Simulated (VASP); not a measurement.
Input of a VASP 6.6.1 run:

POSCAR

```
Sb
1.0
    3.0336000000      0.0000000000      0.0000000000
    0.0000000000      3.0336000000      0.0000000000
    0.0000000000      0.0000000000      2.9072000000
Sb
1
Direct
    0.0000000000      0.0000000000      0.0000000000
```

File INCAR.step1:

```
SYSTEM = Sb
  PREC = Accurate
  ENCUT = 520
  ISMEAR = 0
  SIGMA = 0.15
  LREAL = .FALSE.
  LASPH = .TRUE.
  NELM = 100
  NBANDS = 8
  GGA = PE
  ALGO = Normal
  EDIFF = 1E-4
  LWAVE = .TRUE.
  LCHARG = .FALSE.
```

The input INCAR.step2:

```
SYSTEM = Sb
  PREC = Accurate
  ENCUT = 520
  EDIFF = 1E-6
  ISMEAR = 0
  SIGMA = 0.15
  LREAL = .FALSE.
  LASPH = .TRUE.
  NELM = 100
  ALGO = Normal
  ISIF = 2
  LWAVE = .FALSE.
  LCHARG = .FALSE.
  METAGGA = R2SCAN
  LMIXTAU = .TRUE.
  NBANDS = 8
  ISTART = 1
```

KPOINTS

```
Automatic mesh
0
G
  16 16 16
  0 0 0
```

Potentials or basis: VASP PAW PBE potentials, release 64 (Sb).

The run is started by

```bash
$ cat potpaw_PBE.64/Sb/POTCAR > POTCAR
$ cp INCAR.step1 INCAR
$ mpirun -np 1 vasp_std > vasp.out
$ cp INCAR.step2 INCAR
$ mpirun -np 1 vasp_std > vasp.out
```

(1) Predict the band gap on the k mesh.

(2) Predict the pressure.

## Answers

(1) zero (an odd number of electrons rules out a gap without spin polarisation).

(2) 7.6 GPa.

Caveat: the cell differs from its parent crystal (strain -0.040 along x and y, -0.080 along z); the cell stands under pressure; the PAW data sets were made with another functional, which shifts forces and pressure a little; spin-orbit coupling is left out, which moves the levels of the heavy elements.
